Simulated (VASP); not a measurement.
Runs of VASP 6.6.1 on Ir. The structure is that of space group Pm-3m (No. 221), or close to it. The cells are those of the table. 

| cell | k mesh | gap on the mesh (eV) | pressure (GPa) |
| --- | --- | --- | --- |
| a = 2.562 Å, 1 atom | 18 × 18 × 18 | none | 2.7 |
| a = 2.571 Å, 1 atom | 19 × 19 × 19 | none | 0.2 |
| a = 2.570 Å, 1 atom | 18 × 18 × 18 | none | 0.2 |
| a = 2.579 Å, 1 atom | 18 × 18 × 18 | none | (a) |

Alike in all rows: task single point; level PBE; potentials or basis VASP PAW PBE potentials, release 64 (Ir); no spin polarisation; cutoff (eV) 520; smearing fermi-dirac 0.05 eV.

**Question.** Estimate the missing entries.

**Answer.** (a) -2.2.

Caveats: spin-orbit coupling is left out, which moves the levels of the heavy elements.

A k mesh can miss the band edges, and the runs leave out spin-orbit coupling on Ir.

A gap of «none» marks levels without a gap at the run's occupations.
